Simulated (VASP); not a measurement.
The system is KS7.

```xyz
8
Lattice="0.0000 4.5953 4.5953 4.5953 0.0000 4.5953 4.5953 4.5953 0.0000" Properties=species:S:1:pos:R:3 pbc="T T T"
K     0.0000    0.0000    0.0000
S     0.0000    2.2977    2.2977
S     4.5953    2.2977    2.2977
S     2.2977    0.0000    2.2977
S     2.2977    4.5953    2.2977
S     2.2977    2.2977    0.0000
S     2.2977    2.2977    4.5953
S     4.5953    4.5953    4.5953
```

```yaml
Program: VASP 6.6.1
Task: relaxation of cell and atoms
Functional: PBE
Potentials_or_basis: VASP PAW PBE potentials, release 64 (K_sv, S)
Cutoff: 600 eV
k_mesh: 4 × 4 × 4
Occupations: gaussian, width 0.1 eV
Spin: no spin polarisation
```

At the start: pressure -9.1 GPa; volume 24.26 Å³/atom.

Q: How do energy, volume and symmetry change on relaxing?

A: Over 4 steps the energy falls by 246.1 meV/atom and the volume is 17.81 Å³/atom (-26.6 %); space group Fm-3m (No. 225, to 0.05 Å).

Step by step:
| step | energy change (eV) | largest force (eV/Å) | pressure (GPa) | volume (Å³) |
| --- | --- | --- | --- | --- |
| 1 | 0.0000 | 0.0000 | -9.13 | 194.08 |
| 2 | -1.7178 | 0.0000 | -4.87 | 157.77 |
| 3 | -1.9649 | 0.0000 | -0.71 | 144.45 |
| 4 | -1.9687 | 0.0000 | 0.12 | 142.45 |

Final structure:
```
K S
1.0
     0.00000    4.14518    4.14518
     4.14518    0.00000    4.14518
     4.14518    4.14518    0.00000
K S
1 7
Direct
  0.00000 0.00000 0.00000
  0.50000 0.00000 0.00000
  0.00000 0.50000 0.50000
  0.00000 0.50000 0.00000
  0.50000 0.00000 0.50000
  0.00000 0.00000 0.50000
  0.50000 0.50000 0.00000
  0.50000 0.50000 0.50000
```

Caveat: the volume moved by over 15 % at a fixed basis, so the end points are rough.
